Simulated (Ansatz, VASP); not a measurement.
Ga2Si3 in VASP and in Ansatz

```xyz
10
Lattice="3.1944 1.8443 5.1341 -3.1944 1.8443 5.1341 0.0000 -3.6886 5.1341" Properties=species:S:1:pos:R:3 pbc="T T T"
Ga    0.0000    0.0000   13.9591
Ga    0.0000    0.0000    9.1442
Ga    0.0000    0.0000    1.4431
Ga    0.0000    0.0000    6.2580
Si    1.4586    0.0000   11.5517
Si   -0.7293    1.2631   11.5517
Si   -0.7293   -1.2631   11.5517
Si   -1.4586    0.0000    3.8506
Si    0.7293   -1.2631    3.8506
Si    0.7293    1.2631    3.8506
```

Alike in both runs: functional PBE; k mesh 6 × 6 × 6; occupations gaussian, width 0.1 eV; no spin polarisation.

Ansatz relaxed the structure, and its values are those at the end. VASP's run is a single point on that final structure, the one shown.

|  | VASP | Ansatz |
| --- | --- | --- |
| version | VASP 6.6.1 | Ansatz 0.2.0 |
| potentials or method | VASP PAW PBE potentials, release 64 (Ga_d, Si), cutoff 520 eV | scalar-relativistic, plane waves, PAW |
| valence electrons in the cell | 76 | 76 |

```csv
,VASP,Ansatz,Ansatz less VASP
gap on the k mesh at the Fermi level (eV),none,none,-
pressure (GPa),0.0,0.0,-0.03
```

A gap of «none» marks a metal or a gap that the smearing closes.
